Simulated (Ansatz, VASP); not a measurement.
# Ti: VASP beside Ansatz

```
Ti
1.0
     2.63914    0.00000    0.00000
     0.00000    2.63914    0.00000
     0.00000    0.00000    2.63914
Ti
1
Direct
  0.00000 0.00000 0.00000
```

Alike in both runs: functional PBE; k mesh 14 × 14 × 14; occupations fermi-dirac, width 0.05 eV; no spin polarisation.

Ansatz relaxed the structure, and its values are those at the end. VASP's run is a single point on that final structure, the one shown.

|  | VASP | Ansatz |
| --- | --- | --- |
| version | VASP 6.6.1 | Ansatz 0.2.0 |
| potentials or method | VASP PAW PBE potentials, release 64 (Ti_sv) | PAW with Ansatz's default frozen-core files, scalar-relativistic |
| plane-wave cutoff (eV) | 520 | 420 |
| valence electrons in the cell | 12 | 12 |

Ansatz gave:

| Property | Result |
| --- | --- |
| pressure (GPa) | 0.0 |

Problem. What did VASP give for the same quantities?

Solution. Pressure (GPa): -0.1.
